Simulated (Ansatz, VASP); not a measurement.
## Two plane-wave programs on CsZn3

```
Cs Zn
1.0
    -2.57638    2.57638    4.84072
     2.57638   -2.57638    4.84072
     2.57638    2.57638   -4.84072
Cs Zn
1 3
Direct
  0.00000 0.00000 0.00000
  0.50000 0.50000 0.00000
  0.25000 0.75000 0.50000
  0.75000 0.25000 0.50000
```

Alike in both runs: functional PBE; k mesh 12 × 12 × 12; occupations gaussian, width 0.1 eV; no spin polarisation.

Ansatz relaxed the structure, and its values are those at the end. VASP's run is a single point on that final structure, the one shown.

|  | VASP | Ansatz |
| --- | --- | --- |
| version | VASP 6.6.1 | Ansatz 0.2.0 |
| potentials or method | VASP PAW PBE potentials, release 64 (Cs_sv, Zn), cutoff 500 eV | scalar-relativistic, plane waves, PAW |
| valence electrons in the cell | 45 | 45 |

|  | VASP | Ansatz | Ansatz less VASP |
| --- | --- | --- | --- |
| gap on the k mesh at the Fermi level (eV) | none | none | - |
| pressure (GPa) | 0.0 | 0.0 | -0.01 |

A gap of «none» marks a metal or a gap that the smearing closes. The functional is the same, so the differences come from potentials, cutoffs and numerics.

Spin-orbit coupling is off throughout.
